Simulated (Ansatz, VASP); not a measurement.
# W: VASP beside Ansatz

```xyz
1
Lattice="0.0000 2.0909 1.9691 2.0909 0.0000 1.9691 2.0909 2.0909 0.0000" Properties=species:S:1:pos:R:3 pbc="T T T"
W     0.0000    0.0000    0.0000
```

Change from the starting cell: strain +0.030 along x and y, -0.030 along z, atoms carried along.

Alike in both runs: task single point; functional r2SCAN; k mesh 20 × 20 × 20; occupations gaussian, width 0.15 eV; no spin polarisation.

```csv
,VASP,Ansatz
version,VASP 6.6.1,Ansatz 0.2.0
potentials or method,"VASP PAW PBE potentials, release 64 (W_sv), cutoff 520 eV","scalar-relativistic, plane waves, PAW"
valence electrons in the cell,14,14
```

```tsv
	VASP	Ansatz	Ansatz less VASP
gap on the k mesh at the Fermi level (eV)	none	none	-
pressure (GPa)	-15.4	-16.2	-0.82
traceless stress, the component that is largest in VASP (GPa)	-13.48	-13.43	+0.049
```

VASP's potentials were made for PBE, not for r2SCAN. A gap of «none» marks a metal or a gap that the smearing closes. The functional is the same, so the differences come from potentials, cutoffs and numerics.

Neither program's run includes spin-orbit coupling.
